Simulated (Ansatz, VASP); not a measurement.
## One calculation of NbTe, two programs

The input INCAR:

```
  PREC = Accurate
  ENCUT = 520
  EDIFF = 1E-6
  ISMEAR = -1
  SIGMA = 0.05
  LREAL = False
  LASPH = True
  NELM = 150
  ALGO = Normal
  ISIF = 2
  LWAVE = False
  LCHARG = False
  LNONCOLLINEAR = True
  MAGMOM = 0 0 0 0 0 0
  LORBIT = 11
  LSORBIT = True
  GGA_COMPAT = False
  LORBMOM = True
  LMAXMIX = 4
  GGA = PS
  NBANDS = 31
```

Contents of KPOINTS:

```
regular mesh
0
Gamma
  6 6 5
```

Contents of POSCAR:

```
NbTe
1.0
    3.7029743866      0.0000000000      0.0000000000
   -1.8514871933      3.2068698884      0.0000000000
    0.0000000000      0.0000000000      3.6942110000
Te Nb
1 1
Direct
    0.6666666667      0.3333333333      0.0000000000
    0.0000000000      0.0000000000      0.5000000000
```

Contents of input.yaml:

```yaml
crystal:
  lattice:
    - [3.7029743866, 0.0, 0.0]
    - [-1.8514871933, 3.2068698884, 0.0]
    - [0.0, 0.0, 3.694211]
  atoms:
    - { symbol: Te, position: [0.6666666667, 0.3333333333, 0.0] }
    - { symbol: Nb, position: [0.0, 0.0, 0.5] }
hamiltonian:
  xc: pbesol
  pseudopotentials: { kind: paw_fr }
magnetization:
  noncollinear: true
  spin_orbit: true
kpoints:
  mp_grid: { grid: [6, 6, 5] }
  band_path:
    path:
      - [[0.0, 0.0, 0.0], [0.5, 0.0, 0.0], [0.3333333333, 0.3333333333, 0.0], [0.0, 0.0, 0.0], [0.0, 0.0, 0.5], [0.5, 0.0, 0.5], [0.3333333333, 0.3333333333, 0.5], [0.0, 0.0, 0.5]]
      - [[0.5, 0.0, 0.5], [0.5, 0.0, 0.0]]
      - [[0.3333333333, 0.3333333333, 0.0], [0.3333333333, 0.3333333333, 0.5]]
    npoints: 14
scf:
  occupations: { method: fermi_dirac, width: 0.05 }
  n_extra_bands: 6
output:
  forces: true
  stress: true
  eigenvalues: true
  fatbands: true
  write_density: true
  write_potential: true
  elf: true
  volumetric_format: npy
```

Alike in both runs: functional PBEsol; k mesh 6 × 6 × 5; occupations fermi-dirac, width 0.05 eV; non-collinear spin, spin-orbit coupling.

|  | VASP | Ansatz |
| --- | --- | --- |
| version | VASP 6.6.1 | Ansatz 0.2.0 |
| potentials or method | VASP PAW PBE potentials, release 64 (Te, Nb_sv) | Ansatz PAW |
| plane-wave cutoff (eV) | 520 | 420 |
| valence electrons in the cell | 19 | 29 |
| task | single point | band structure |

Ansatz gave:

```
pressure (GPa)                                                : -5.1
traceless stress, the component that is largest in VASP (GPa) : -0.14
net moment per atom (μB)                                      : 0.00
```

Task: Estimate VASP's values.

Result: Pressure (GPa): -5.2; traceless stress, the component that is largest in VASP (GPa): -0.16; net moment per atom (μB): 0.00.

VASP's potentials were made for PBE, not for PBEsol. VASP's potentials hold 19 valence electrons a cell and Ansatz's 29, so a difference there can come from the potentials and not from the codes.
